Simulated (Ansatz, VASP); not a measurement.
**One calculation of C, two programs**

```xyz
2
Lattice="0.0000 2.1557 2.1557 2.1557 0.0000 2.1557 2.1557 2.1557 0.0000" Properties=species:S:1:pos:R:3 pbc="T T T"
C     1.0779    1.0779    1.0779
C     0.0000    0.0000    0.0000
```

Alike in both runs: task single point; functional PBE; k mesh 8 × 8 × 8; occupations gaussian, width 0.1 eV; no spin polarisation.

|  | VASP | Ansatz |
| --- | --- | --- |
| version | VASP 6.6.1 | Ansatz 0.2.0 |
| potentials or method | VASP PAW PBE potentials, release 64 (C), cutoff 520 eV | scalar-relativistic, plane waves, PAW |
| valence electrons in the cell | 8 | 8 |

```tsv
	VASP	Ansatz	Ansatz less VASP
gap on the k mesh at the Fermi level (eV)	2.63	2.63	-0.003
least direct gap on the mesh (eV)	2.85	2.84	-0.010
```

The functional is the same, so the differences come from potentials, cutoffs and numerics.
